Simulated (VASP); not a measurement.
A run of VASP 6.6.1 is set up as follows.

The input INCAR:

```
ALGO = Normal
EDIFF = 1E-6
ENCUT = 520
GGA = PE
ISIF = 2
ISMEAR = 0
LASPH = True
LCHARG = False
LREAL = False
LWAVE = False
NBANDS = 31
NELM = 60
PREC = Accurate
SIGMA = 0.1
```

The input KPOINTS:

```
k-points
0
Gamma
  6 6 2
```

Contents of POSCAR:

```
Hf3Si2O
1.0
    4.4576011652      0.0000000032      0.0000000000
   -2.2288005853      3.8603958474      0.0000000000
    0.0000000000      0.0000000000      5.7934883605
Hf Si O
3 2 1
Direct
    0.6666666667      0.3333333333      0.5000000000
    0.0000000000      0.0000000000      0.0000000000
    0.0000000000      0.0000000000      0.5000000000
    0.3333333333      0.6666666667      0.2767734922
    0.3333333333      0.6666666667      0.7232265078
    0.6666666667      0.3333333333      0.0000000000
```

Potentials or basis: VASP PAW PBE potentials, release 64 (Hf_pv, Si, O).

Launch:

```console
$ cat potpaw_PBE.64/Hf_pv/POTCAR potpaw_PBE.64/Si/POTCAR potpaw_PBE.64/O/POTCAR > POTCAR
$ mpirun -np 1 vasp_std > vasp.out
```

Problem. Estimate the band gap on the k mesh.

Solution. Zero (bands 22 and 23 overlap by 0.97 eV).

Problem. Estimate the largest force.

Solution. 0.029 eV/Å.

Forces on the atoms (eV/Å):
```
Hf   0.000  0.000  0.000
Hf   0.000  0.000  0.000
Hf   0.000  0.000  0.000
Si   0.000  0.000 -0.029
Si   0.000  0.000  0.029
O    0.000  0.000  0.000
```

Caveat: the k points lie up to 0.54 Å⁻¹ apart, too coarse for converged energies and pressures of a metal; spin-orbit coupling is left out, which moves the levels of the heavy elements.
